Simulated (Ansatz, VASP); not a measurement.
**Zn3Se2: VASP beside Ansatz**

```xyz
5
Lattice="4.0669 0.0000 0.0000 -2.0335 3.5220 0.0000 0.0000 0.0000 10.0084" Properties=species:S:1:pos:R:3 pbc="T T T"
Zn    0.0000    0.0000    0.0000
Zn    0.0000    2.3480    5.9500
Zn    2.0335    1.1740    4.0584
Se    0.0000    2.3480    3.2903
Se    2.0335    1.1740    6.7181
```

Alike in both runs: task relaxation of cell and atoms; functional PBE; k mesh 12 × 12 × 4; occupations gaussian, width 0.02 eV; no spin polarisation.

|  | VASP | Ansatz |
| --- | --- | --- |
| version | VASP 6.6.1 | Ansatz 0.2.0 |
| potentials or method | VASP PAW PBE potentials, release 64 (Zn, Se), cutoff 600 eV | scalar-relativistic, plane waves, PAW |
| valence electrons in the cell | 48 | 68 |

Ansatz gave:

- gap on the k mesh at the Fermi level, each at its own relaxed structure (eV): 1.06
- relaxed volume (Å³/atom): 28.65
- relaxed length of the cell vector where the two differ most in proportion (Å): 4.063

Task: Which values does VASP return?

Result: gap on the k mesh at the Fermi level, each at its own relaxed structure (eV): 1.04; relaxed volume (Å³/atom): 28.74; relaxed length of the cell vector where the two differ most in proportion (Å): 4.069.

VASP's potentials hold 48 valence electrons a cell and Ansatz's 68, so a difference there can come from the potentials and not from the codes.
